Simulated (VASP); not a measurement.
WS, 2 atoms in the cell. The structure is cubic, space group Fm-3m (No. 225). Conventional cell: a = 4.772 Å, b = 4.772 Å, c = 4.772 Å, α = 90.00°, β = 90.00°, γ = 90.00°. W (site symmetry m-3m) has 6 S at 2.39 Å within 3.2 Å. Within 3.2 Å of S (site symmetry m-3m) lie 6 W at 2.39 Å. 

| Item | Value |
| --- | --- |
| Program | VASP 6.6.1 |
| Task | relaxation of cell and atoms |
| Functional | PBEsol |
| Potentials or basis | VASP PAW PBE potentials, release 64 (W_sv, S) |
| Cutoff | 600 eV |
| k mesh | 8 × 8 × 8 |
| Occupations | gaussian, width 0.1 eV |
| Spin | no spin polarisation |
| Dipole correction | no |
| Further INCAR settings | ALGO = Normal; EDIFF = 1e-06; IBRION = 2; EDIFFG = -0.05; NSW = 100; ISIF = 3 |

Potentials or basis: VASP PAW PBE potentials, release 64 (W_sv, S).

The run is started by

```sh
$ cat potpaw_PBE.64/W_sv/POTCAR potpaw_PBE.64/S/POTCAR > POTCAR
$ mpirun -np 1 vasp_std > vasp.out
```

Hardware: 1 thread of Intel(R) Xeon(R) 6975P-C (Granite Rapids), with other jobs on the host.

Question: Estimate the wall time of this run.

Answer: It took 21 s on 1 thread of Intel(R) Xeon(R) 6975P-C (Granite Rapids), on a shared host, peak memory 0.17 GiB. Counts: scf iterations 38, k points 29, ion steps 4.
